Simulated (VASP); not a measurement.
Write the native input for VASP 6.6.1 that does the following.

| Property | Result |
| --- | --- |
| Task | density of states |
| Functional | PBE |
| Potentials or basis | VASP PAW PBE potentials, release 64 (H) |
| Cutoff | 520 eV |
| k mesh | 8 × 8 × 5 |
| Occupations | fermi-dirac, width 0.01 eV |
| Spin | no spin polarisation |
| Dipole correction | no |
| k mesh for the DOS | 12 × 12 × 8 |
| Occupations for the DOS | tetrahedron |
| Further INCAR settings | ALGO = Normal; EDIFF = 1e-07 |

H:

```xyz
4
Lattice="3.7820 0.0000 0.0000 -1.8910 3.2753 0.0000 0.0000 0.0000 6.1670" Properties=species:S:1:pos:R:3 pbc="T T T"
H     0.0000    2.1835    0.7585
H     1.8910    1.0918    3.8420
H     0.0000    2.1835    2.3250
H     1.8910    1.0918    5.4085
```

The input as run:

POSCAR

```
H
1.0
    3.7820008326      0.0000000000      0.0000000000
   -1.8910004163      3.2753087982      0.0000000000
    0.0000000000      0.0000000000      6.1670000000
H
4
Direct
    0.3333333333      0.6666666667      0.1230000000
    0.6666666667      0.3333333333      0.6230000000
    0.3333333333      0.6666666667      0.3770000000
    0.6666666667      0.3333333333      0.8770000000
```

INCAR.step1

```
ALGO = Normal
EDIFF = 1E-7
ENCUT = 520
GGA = PE
ISIF = 2
ISMEAR = -1
LASPH = T
LCHARG = T
LREAL = F
LWAVE = F
NBANDS = 10
NELM = 100
PREC = Accurate
SIGMA = 0.01
```

KPOINTS.step1

```
k-points
0
Gamma
  8 8 5
```

INCAR.step2

```
ALGO = Normal
EDIFF = 1E-7
ENCUT = 520
GGA = PE
ICHARG = 11
ISIF = 2
ISMEAR = -5
LASPH = T
LCHARG = F
LORBIT = 11
LREAL = F
LWAVE = F
NEDOS = 2001
NELM = 100
PREC = Accurate
SIGMA = 0.01
```

KPOINTS.step2

```
k-points
0
Gamma
  12 12 8
```

Potentials or basis: VASP PAW PBE potentials, release 64 (H).

Command:

```sh
$ cat potpaw_PBE.64/H/POTCAR > POTCAR
$ cp INCAR.step1 INCAR
$ cp KPOINTS.step1 KPOINTS
$ mpirun -np 1 vasp_std > vasp.out
$ cp INCAR.step2 INCAR
$ cp KPOINTS.step2 KPOINTS
$ mpirun -np 1 vasp_std > vasp.out
```

It gave:

- Valence electrons inside the program's atomic spheres: H 0.35

It took 35 s on 1 thread of AMD EPYC 7R43 64-Core Processor (Zen 3), on a shared host, peak memory 0.14 GiB.
